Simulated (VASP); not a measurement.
# Si in VASP: single point with PBE

Aim: the single point of Si with PBE.

Everything below comes from runs of VASP 6.6.1. Logs are shortened: lines on timing, memory, paths and dates and some standing lists are left out, and cuts for length are marked.

## (1) The cell of the first run

The cell holds a slab with vacuum, 2 atoms: a = 3.055 Å, b = 3.258 Å, c = 16.477 Å, α = 90.00°, β = 90.00°, γ = 90.00°.

## (2) Single point, PBE

The input, INCAR:

```
SYSTEM = Si
  PREC = Accurate
  ENCUT = 520
  EDIFF = 1E-6
  ISMEAR = 0
  SIGMA = 0.1
  LREAL = .False.
  LASPH = .True.
  NELM = 60
  ALGO = Normal
  ISIF = 2
  LWAVE = .False.
  LCHARG = .True.
  LDIPOL = .True.
  IDIPOL = 3
  DIPOL = 0.5 0.5 0.500
  GGA = PE
  LELF = .True.
  LVHAR = .True.
  LVACPOTAV = .True.
  NBANDS = 11
```

The input, KPOINTS:

```
Automatic mesh
0
Gamma
  11 11 1
  0 0 0
```

The input, POSCAR:

```
Si
1.0
    3.0552835660      0.0000000000      0.0000000000
    0.0000000000      3.2583147222      0.0000000000
    0.0000000000      0.0000000000     16.4770274053
Si
2
Direct
    0.5000000000      0.5000000000      0.4551791907
    0.0000000000      0.0000000000      0.5448208093
```

Potentials or basis: VASP PAW PBE potentials, release 64 (Si).

The run is started by

```
> cat potpaw_PBE.64/Si/POTCAR > POTCAR
> mpirun -np 1 vasp_std > vasp.out
```

OUTCAR:

```text
SYSTEM = Si
   PREC = Accurate
   ENCUT = 520
   EDIFF = 1E-6
   ISMEAR = 0
   LREAL = .False.
   LASPH = .True.
   NELM = 60
   ISIF = 2
   GGA = PE

 ion  position               nearest neighbor table
   1  0.500  0.500  0.455-   2 2.68   2 2.68   2 2.68   2 2.68
   2  0.000  0.000  0.545-   1 2.68   1 2.68   1 2.68   1 2.68

  LATTYP: Found a simple orthorhombic cell.
 ALAT       =     3.0552835660
 B/A-ratio  =     1.0664524755
 C/A-ratio  =     5.3929617495

  Lattice vectors:

 A1 = (   3.0552835660,   0.0000000000,   0.0000000000)
 A2 = (   0.0000000000,   3.2583147222,   0.0000000000)
 A3 = (   0.0000000000,   0.0000000000,  16.4770274053)

Analysis of symmetry for initial positions (statically):
=====================================================================
 Subroutine PRICEL returns:
 Original cell was already a primitive cell.

 Routine SETGRP: Setting up the symmetry group for a
 simple orthorhombic supercell.

 Subroutine GETGRP returns: Found  8 space group operations
 (whereof  4 operations were pure point group operations)
 out of a pool of  8 trial point group operations.

The static configuration has the point symmetry C_2v.
 The point group associated with its full space group is D_2h.

Analysis of symmetry for dynamics (positions and initial velocities):
=====================================================================
 Subroutine PRICEL returns:
 Original cell was already a primitive cell.

 Routine SETGRP: Setting up the symmetry group for a
 simple orthorhombic supercell.

 Subroutine GETGRP returns: Found  8 space group operations
 (whereof  4 operations were pure point group operations)
 out of a pool of  8 trial point group operations.

The dynamic configuration has the point symmetry C_2v.
 The point group associated with its full space group is D_2h.

 Subroutine INISYM returns: Found  8 space group operations
 (whereof  4 operations are pure point group operations),
 and found     1 'primitive' translations

----------------------------------------------------------------------------------------

                                     Primitive cell

  volume of cell :     164.0301

  direct lattice vectors                    reciprocal lattice vectors
     3.055283566  0.000000000  0.000000000     0.327301862  0.000000000  0.000000000
     0.000000000  3.258314722  0.000000000     0.000000000  0.306907124  0.000000000
     0.000000000  0.000000000 16.477027405     0.000000000  0.000000000  0.060690559

  length of vectors
     3.055283566  3.258314722 16.477027405     0.327301862  0.306907124  0.060690559

  position of ions in fractional coordinates (direct lattice)
     0.500000000  0.500000000  0.455179191
     0.000000000  0.000000000  0.544820809

  ion indices of the primitive-cell ions
   primitive index   ion index
                 1           1
                 2           2

----------------------------------------------------------------------------------------

 KPOINTS: Automatic mesh

Automatic generation of k-mesh.
 Grid dimensions read from file:
 generate k-points for:   11   11    1

 Generating k-lattice:

  Cartesian coordinates                     Fractional coordinates (reciprocal lattice)
     0.029754715  0.000000000  0.000000000     0.090909091  0.000000000  0.000000000
     0.000000000  0.027900648  0.000000000     0.000000000  0.090909091  0.000000000
     0.000000000  0.000000000  0.060690559     0.000000000  0.000000000  1.000000000

  Length of vectors
     0.029754715  0.027900648  0.060690559

  Shift w.r.t. Gamma in fractional coordinates (k-lattice)
     0.000000000  0.000000000  0.000000000

 Subroutine IBZKPT returns following result:
 ===========================================

 Found     36 irreducible k-points:

 Following reciprocal coordinates:
            Coordinates               Weight
  0.000000  0.000000  0.000000      1.000000
  0.090909  0.000000  0.000000      2.000000
  0.181818  0.000000  0.000000      2.000000
  0.272727  0.000000  0.000000      2.000000
  0.363636  0.000000  0.000000      2.000000
  0.454545  0.000000  0.000000      2.000000
[... 16 lines left out ...]
  0.363636  0.272727  0.000000      4.000000
  0.454545  0.272727  0.000000      4.000000
 [... further k-points ...]
   k-points           NKPTS =     36   k-points in BZ     NKDIM =     36   number of bands    NBANDS=     11
   number of dos      NEDOS =    301   number of ions     NIONS =      2
   total plane-waves  NPLWV =  72576
   dimension x,y,z NGX =    24 NGY =   24 NGZ =  126
   dimension x,y,z NGXF=    48 NGYF=   48 NGZF=  252
   ions per type =               2
   NGX,Y,Z   is equivalent  to a cutoff of  13.06, 12.25, 12.71 a.u.
   NGXF,Y,Z  is equivalent  to a cutoff of  26.12, 24.49, 25.43 a.u.
 SYSTEM =  Si
   PREC   = accura    normal or accurate (medium, high low for compatibility)
   ISTART =      0    job   : 0-new  1-cont  2-samecut
   ICHARG =      2    charge: 1-file 2-atom 10-const
   ISPIN  =      1    spin polarized calculation?
   LNONCOLLINEAR =      F non collinear calculations
   LSORBIT =      F    spin-orbit coupling
   LASPH  =      T    aspherical Exc in radial PAW
   ENCUT  =  520.0 eV  38.22 Ry    6.18 a.u.   5.68  6.06 30.64*2*pi/ulx,y,z
   NELM   =     60;   NELMIN=  2; NELMDL= -5     # of ELM steps
   EDIFF  = 0.1E-05   stopping-criterion for ELM
   LREAL  =      F    real-space projection
   EDIFFG = 0.1E-04   stopping-criterion for IOM
   NSW    =      0    number of steps for IOM
   IBRION =     -1    ionic relax: 0-MD 1-quasi-New 2-CG
   NFREE  =      0    steps in history (QN), initial steepest desc. (CG)
   ISIF   =      2    stress and relaxation
   ISYM   =      2    0-nonsym 1-usesym 2-fastsym
   POTIM  = 0.5000    time-step for ionic-motion
   TEBEG  =    0.0;   TEEND  =   0.0 temperature during run
   PSTRESS=    0.0 pullay stress
   NELECT =       8.0000    total number of electrons
   NUPDOWN=      -1.0000    fix difference up-down
   EMIN   =  10.00;   EMAX   =-10.00  energy-range for DOS
   EFERMI =   0.00;   METHOD = LEGACY
   ISMEAR =     0;   SIGMA  =   0.10  broadening in eV -4-tet -1-fermi 0-gaus
   EFERMI_NEDOS =   21; number of points for ismear=-14 and -15
   IALGO  =     38    algorithm
   IMIX   =      4    mixing-type and parameters
     AMIX     =   0.40;   BMIX     =  1.00
     AMIX_MAG =   1.60;   BMIX_MAG =  1.00
  volume/ion in A,a.u.               =      82.02       553.46
  Fermi-wavevector in a.u.,A,eV,Ry     =   0.598132  1.130306  4.867646  0.357762
  Thomas-Fermi vector in A             =   1.649121
   LORBIT       =      0    0 simple, 1 ext, 2 COOP (PROOUT), +10 PAW based schemes
   GGA     = PE    functional components
   LHFCALC =     F    Hartree Fock is set to
   AEXX    =    0.0000 exact exchange contribution
   IVDW    =     0    specifies the selected vdW correction
   LEPSILON=     F    determine dielectric tensor
   LRPA    =     F    only Hartree local field effects (RPA)
 non-spin polarized calculation
 Gauss-broadening in eV      SIGMA  =   0.10
  energy-cutoff  :      520.00
  volume of cell :      164.03
 maximum number of plane-waves:      4452
 NGX is ok and might be reduce to    24
   NGX = 11   NGY = 13   NGZ = 61

 dipolmoment           0.000000      0.000000      0.000000 electrons x Angstroem

 number of electron       8.0000000 magnetization

 dipolmoment           0.000000      0.000000     -0.000000 electrons x Angstroem

 Free energy of the ion-electron system (eV)
  ---------------------------------------------------
  ext. energy  EPLUGINS =         0.00000000
  ---------------------------------------------------
  free energy    TOTEN  =        -8.55525860 eV

  energy without entropy =       -8.54129279  energy(sigma->0) =       -8.54827570

 E-fermi :  -2.3359     XC(G=0):  -3.2897

 val. band max:       -2.3425654605   @ k =   0.3636   0.1818   0.0000
 cond. band min:      -2.3345111111   @ k =   0.1818   0.2727   0.0000
 fundamental gap:      0.0080543493
 Fermi energy:        -2.3358734110

 k-point     1 :       0.0000    0.0000    0.0000
  band No.  band energies     occupation
      1     -13.4825      2.00000
      2      -7.8004      2.00000
      3      -2.8326      2.00000
      4      -1.4098      0.00000
      5       0.2080      0.00000
      6       1.3338      0.00000
      7       1.9591      0.00000
      8       2.3719      0.00000
      9       3.1597      0.00000
     10       3.7512      0.00000
     11       4.1478      0.00000

 k-point     2 :       0.0909    0.0000    0.0000
  band No.  band energies     occupation
      1     -13.3560      2.00000
      2      -7.6902      2.00000
      3      -2.7336      2.00000
      4      -1.2968      0.00000
      5      -1.2005      0.00000
      6       1.4629      0.00000
      7       2.0897      0.00000
      8       2.4932      0.00000
      9       3.8216      0.00000
     10       4.1960      0.00000
     11       4.2838      0.00000

 k-point     3 :       0.1818    0.0000    0.0000
  band No.  band energies     occupation
      1     -12.9774      2.00000
      2      -7.3782      2.00000
      3      -3.2632      2.00000
      4      -2.4599      1.92060
      5      -0.9591      0.00000
      6       1.8159      0.00000
      7       2.4106      0.00000
      8       2.4812      0.00000
      9       3.0178      0.00000
     10       4.2818      0.00000
     11       4.3308      0.00000
[... 267 lines left out ...]
 k-point    23 :       0.3636    0.2727    0.0000
  band No.  band energies     occupation
      1     -10.5009      2.00000
      2      -6.7799      2.00000
      3      -5.1644      2.00000
      4      -3.4524      2.00000
      5      -2.0366      0.00002
      6      -0.2639      0.00000
      7       0.5659      0.00000
      8       3.1290      0.00000
      9       3.3638      0.00000
     10       5.0773      0.00000
     11       5.6947      0.00000

 k-point    24 :       0.4545    0.2727    0.0000
  band No.  band energies     occupation
      1      -9.4001      2.00000
      2      -8.0973      2.00000
      3      -4.3563      2.00000
      4      -3.1848      2.00000
      5      -2.4471      1.88418
      6      -1.2717      0.00000
      7       0.9562      0.00000
      8       1.9879      0.00000
      9       4.1669      0.00000
     10       5.3164      0.00000
     11       6.2094      0.00000

 [... further k-points ...]
[... 5 lines left out ...]
  --------------------------------------------------------------------------------------
  -------------------------------------------------------------------------------------
  Total       -3.8268035     -2.2526066     -0.7266442      0.0000000      0.0000000      0.0000000
  in kB      -37.3786252    -22.0025249     -7.0975586      0.0000000      0.0000000      0.0000000
  external PRESSURE =     -22.1595696 kB  Pullay stress =       0.0000000 kB

 VOLUME and BASIS-vectors are now :
 -----------------------------------------------------------------------------
  energy-cutoff  :      520.00
  volume of cell :      164.03
      direct lattice vectors                 reciprocal lattice vectors
     3.055283566  0.000000000  0.000000000     0.327301862  0.000000000  0.000000000
     0.000000000  3.258314722  0.000000000     0.000000000  0.306907124  0.000000000
     0.000000000  0.000000000 16.477027405     0.000000000  0.000000000  0.060690559

 POSITION                                       TOTAL-FORCE (eV/Angst)
 -----------------------------------------------------------------------------------
      1.52764      1.62916      7.50000         0.000000      0.000000      0.489412
      0.00000      0.00000      8.97703         0.000000      0.000000     -0.489412
 -----------------------------------------------------------------------------------
    total drift:                               -0.000000     -0.000000     -0.000000

  FREE ENERGIE OF THE ION-ELECTRON SYSTEM (eV)
  ---------------------------------------------------
  free  energy   TOTEN  =        -8.5552586022 eV

  energy  without entropy=       -8.5412927915  energy(sigma->0) =       -8.54827570

 vacuum level on the upper side and lower side of the slab         2.702         2.702
```

Wall time 44 s (1 thread of Intel Xeon Platinum 8559C (Emerald Rapids), shared host); peak memory 0.26 GiB.

Results:

* Free energy: -8.5553 eV
* Largest force: 0.489 eV/Å
* Band gap on the k mesh: zero (band 4 reaches -1.30 eV, above the bottom of band 5 at -2.71 eV)

Forces in eV/Å, atoms in the order of the input:
```
Si   0.000  0.000  0.489
Si   0.000  0.000 -0.489
```
